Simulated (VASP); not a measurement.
A run of VASP 6.6.1 is set up as follows.

File INCAR:

```
SYSTEM = KBr
  PREC = Accurate
  ENCUT = 500
  EDIFF = 1E-6
  ISMEAR = 0
  SIGMA = 0.01
  LREAL = .False.
  LASPH = .True.
  NELM = 120
  ALGO = Normal
  ISIF = 2
  LWAVE = .False.
  LCHARG = .False.
  GGA = PS
  NBANDS = 15
  GGA_COMPAT = .False.
```

KPOINTS

```
Automatic mesh
0
Gamma
  5 5 5
  0 0 0
```

POSCAR

```
KBr
1.0
    0.0000000000      3.3000000000      3.3000000000
    3.3000000000      0.0000000000      3.3000000000
    3.3000000000      3.3000000000      0.0000000000
K Br
1 1
Direct
    0.0000000000      0.0000000000      0.0000000000
    0.5000000000      0.5000000000      0.5000000000
```

Potentials or basis: VASP PAW PBE potentials, release 64 (K_sv, Br).

Launch:

```sh
$ cat potpaw_PBE.64/K_sv/POTCAR potpaw_PBE.64/Br/POTCAR > POTCAR
$ mpirun -np 1 vasp_std > vasp.out
```

Q: Estimate the pressure.

A: -0.3 GPa.

Q: Estimate the band gap on the k mesh.

A: 4.28 eV, direct.

Caveat: the PAW data sets were made with another functional, which shifts forces and pressure a little.
